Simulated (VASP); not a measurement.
## ZrSi6: single point with PBE

The system is ZrSi6.

```
CELL_PARAMETERS angstrom
4.75250 0.00000 0.00000
0.00000 4.75250 0.00000
0.00000 0.00000 4.75250
ATOMIC_POSITIONS crystal
Zr 0.00000 0.00000 0.00000
Si 0.20700 0.50000 0.50000
Si 0.50000 0.20700 0.50000
Si 0.79300 0.50000 0.50000
Si 0.50000 0.79300 0.50000
Si 0.50000 0.50000 0.20700
Si 0.50000 0.50000 0.79300
```

```
Program                : VASP 6.6.1
Task                   : single point
Functional             : PBE
Potentials or basis    : VASP PAW PBE potentials, release 64 (Zr_sv, Si)
Cutoff                 : 520 eV
k mesh                 : 4 × 4 × 4
Occupations            : gaussian, width 0.1 eV
Spin                   : no spin polarisation
Dipole correction      : no
Further INCAR settings : ALGO = Normal; EDIFF = 1e-06; NBANDS = 27
```

```json
{
  "Pressure": "88.1 GPa",
  "Largest force": "11.685 eV/Å",
  "Band gap on the k mesh": "zero (band 18 reaches 10.75 eV, above the bottom of band 19 at 9.59 eV)"
}
```

Forces in eV/Å, atoms in the order of the input:
```
Zr    0.000   0.000   0.000
Si  -11.685   0.000   0.000
Si    0.000 -11.685   0.000
Si   11.685   0.000   0.000
Si    0.000  11.685   0.000
Si    0.000   0.000 -11.685
Si    0.000   0.000  11.685
```

Levels at points of the mesh, in eV from the Fermi level:
| k point | band 15 | band 16 | band 17 | band 18 | band 19 | band 20 | band 21 | band 22 |
| --- | --- | --- | --- | --- | --- | --- | --- | --- |
| (0.00, 0.00, 0.00) | -0.79 | -0.79 | -0.79 | -0.11 | -0.11 | 0.40 | 0.40 | 0.40 |
| (0.50, 0.00, 0.00) | -2.94 | -1.89 | -1.16 | -1.16 | -0.43 | -0.28 | 1.00 | 2.43 |
| (0.50, 0.50, 0.00) | -1.52 | -1.47 | -1.47 | 0.27 | 0.68 | 1.23 | 1.23 | 1.28 |
| (0.50, 0.50, 0.50) | -2.07 | -1.35 | 0.72 | 0.72 | 0.72 | 1.05 | 1.05 | 1.88 |

Wall time 25 s on 1 thread of Intel(R) Xeon(R) Platinum 8259CL CPU @ 2.50GHz (Skylake/Cascade Lake), with other jobs on the host, peak memory 0.2 GiB.

Caveat: forces of over 1 eV/Å act on the atoms, so gaps and moduli don't describe the material at rest.
